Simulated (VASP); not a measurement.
Write the native input for VASP 6.6.1 that does the following.

* Task: single point
* Functional: PBE
* Potentials or basis: VASP PAW PBE potentials, release 64 (Ca_sv, Y_sv, I)
* Cutoff: 520 eV
* k mesh: 12 × 12 × 4
* Occupations: gaussian, width 0.1 eV
* Spin: no spin polarisation
* Dipole correction: no
* Further INCAR settings: ALGO = Normal; EDIFF = 1e-07; NBANDS = 30

The structure of Ca2YI2 lies in POSCAR:

```
Ca2YI2
1.0
    4.9674912722     -0.0000000030      0.0000000000
   -2.4837456335      4.3019736363      0.0000000000
    0.0000000000      0.0000000000     10.3717805660
Ca Y I
2 1 2
Direct
    0.0000000000      0.0000000000      0.7273204841
    0.0000000000      0.0000000000      0.2726795159
    0.6666666667      0.3333333333      0.0000000000
    0.6666666667      0.3333333333      0.5000000000
    0.3333333333      0.6666666667      0.0000000000
```

The cell was generated, and may not be a known phase.

These files were run (other wordings do the same):

INCAR

```
PREC = Accurate
ENCUT = 520
EDIFF = 1E-7
ISMEAR = 0
SIGMA = 0.1
LREAL = False
LASPH = True
NELM = 60
ALGO = Normal
ISIF = 2
LWAVE = False
LCHARG = False
GGA = PE
NBANDS = 30
```

KPOINTS

```
Automatic mesh
0
Gamma
  12 12 4
```

Potentials or basis: VASP PAW PBE potentials, release 64 (Ca_sv, Y_sv, I).

Run with:

```sh
$ cat potpaw_PBE.64/Ca_sv/POTCAR potpaw_PBE.64/Y_sv/POTCAR potpaw_PBE.64/I/POTCAR > POTCAR
$ mpirun -np 1 vasp_std > vasp.out
```

Results of the run:

```
Pressure               : 0.0 GPa
Band gap on the k mesh : zero (an odd number of electrons rules out a gap without spin polarisation)
```

Caveat: spin-orbit coupling is left out, which moves the levels of the heavy elements.

Wall time 7 min on 1 thread of Intel(R) Xeon(R) Platinum 8259CL CPU @ 2.50GHz (Skylake/Cascade Lake), on a shared host, peak memory 0.63 GiB.
